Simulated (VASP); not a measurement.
Cu:

```
Cu
1.0
     2.53410    0.00000    0.00000
    -1.26705    2.19459    0.00000
     0.00000    0.00000    4.11257
Cu
2
Direct
  0.33333 0.66667 0.25000
  0.66667 0.33333 0.75000
```

This isn't the form of Cu at room conditions, which is fcc.

| Property | Result |
| --- | --- |
| Program | VASP 6.6.1 |
| Task | relaxation of cell and atoms |
| Functional | LDA |
| Potentials or basis | VASP PAW LDA potentials, release 64 (Cu) |
| Cutoff | 600 eV |
| k mesh | 15 × 15 × 8 |
| Occupations | fermi-dirac, width 0.1 eV |
| Spin | no spin polarisation |

At the start: pressure -7.1 GPa; volume 11.44 Å³/atom.

Question: Where does the relaxation end?

Answer: Over 5 steps the energy falls by 12.8 meV/atom and the volume is 10.94 Å³/atom (-4.3 %); space group P6_3/mmc (No. 194, to 0.1 Å) before and after.

The path:
| step | energy change (eV) | largest force (eV/Å) | pressure (GPa) | volume (Å³) |
| --- | --- | --- | --- | --- |
| 1 | 0.0000 | 0.0000 | -7.14 | 22.87 |
| 2 | -0.0128 | 0.0000 | 6.12 | 21.22 |
| 3 | -0.0245 | 0.0000 | 0.20 | 21.87 |
| 4 | -0.0254 | 0.0000 | 0.11 | 21.88 |
| 5 | -0.0256 | 0.0000 | 0.05 | 21.89 |

Final structure:
```
Cu
1.0
     2.48309    0.00000    0.00000
    -1.24154    2.15041    0.00000
     0.00000    0.00000    4.09939
Cu
2
Direct
  0.33333 0.66667 0.25000
  0.66667 0.33333 0.75000
```
